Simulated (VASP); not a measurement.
Ba, 2 atoms in the cell. The typed cell holds 2 atoms: a = 5.633 Å, b = 5.633 Å, c = 5.636 Å, α = 97.35°, β = 97.35°, γ = 138.10°. 

- Program: VASP 6.6.1
- Task: single point
- Functional: PBE
- Potentials or basis: VASP PAW PBE potentials, release 64 (Ba_sv)
- Cutoff: 520 eV
- k mesh: 10 × 10 × 7
- Occupations: fermi-dirac, width 0.1 eV
- Spin: no spin polarisation
- Dipole correction: no
- Further INCAR settings: ALGO = Normal; EDIFF = 1e-07; NBANDS = 17

Potentials or basis: VASP PAW PBE potentials, release 64 (Ba_sv).

Command:

```bash
$ cat potpaw_PBE.64/Ba_sv/POTCAR > POTCAR
$ mpirun -np 1 vasp_std > vasp.out
```

Hardware: 1 thread of Intel(R) Xeon(R) 6975P-C (Granite Rapids), on a shared host.

Question: Estimate the wall time of this run.

Answer: Run time: 3.5 min on 1 thread of Intel(R) Xeon(R) 6975P-C (Granite Rapids), with other jobs on the host, peak memory 0.48 GiB. Counts: scf iterations 13, k points 196.
